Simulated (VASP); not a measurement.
A run of VASP 6.6.1 is set up as follows.

POSCAR

```
Sn
1.0
    0.0000000000      3.0171163688      3.0171163688
    3.0171163688      0.0000000000      3.0171163688
    3.0171163688      3.0171163688      0.0000000000
Sn
2
Direct
    0.7500000000      0.7500000000      0.7500000000
    0.5000000000      0.5000000000      0.5000000000
```

Contents of INCAR.step1:

```
SYSTEM = Sn
PREC = Accurate
ENCUT = 550
ISMEAR = -1
SIGMA = 0.05
LREAL = .False.
LASPH = .True.
NELM = 120
NBANDS = 21
GGA = PE
ALGO = Normal
EDIFF = 1E-5
LWAVE = .True.
LCHARG = .False.
GGA_COMPAT = .False.
```

The input INCAR.step2:

```
SYSTEM = Sn
PREC = Accurate
ENCUT = 550
EDIFF = 1E-6
ISMEAR = -1
SIGMA = 0.05
LREAL = .False.
LASPH = .True.
NELM = 120
ALGO = Normal
ISIF = 2
LWAVE = .False.
LCHARG = .False.
METAGGA = R2SCAN
LMIXTAU = .True.
NBANDS = 21
ISTART = 1
GGA_COMPAT = .False.
```

The input KPOINTS:

```
regular mesh
0
Gamma
  7 7 7
  0 0 0
```

Potentials or basis: VASP PAW PBE potentials, release 64 (Sn_d).

Command:

```sh
$ cat potpaw_PBE.64/Sn_d/POTCAR > POTCAR
$ cp INCAR.step1 INCAR
$ mpirun -np 1 vasp_std > vasp.out
$ cp INCAR.step2 INCAR
$ mpirun -np 1 vasp_std > vasp.out
```

Problem. What does it give for the pressure?

Solution. 20.0 GPa.

Problem. Predict the band gap on the k mesh.

Solution. 0.40 eV (least direct gap 1.33 eV).

Caveat: the cell stands under pressure; the PAW data sets were made with another functional, which shifts forces and pressure a little; spin-orbit coupling is left out, which moves the levels of the heavy elements; an odd mesh through Γ misses points on the zone boundary, where band edges can lie.
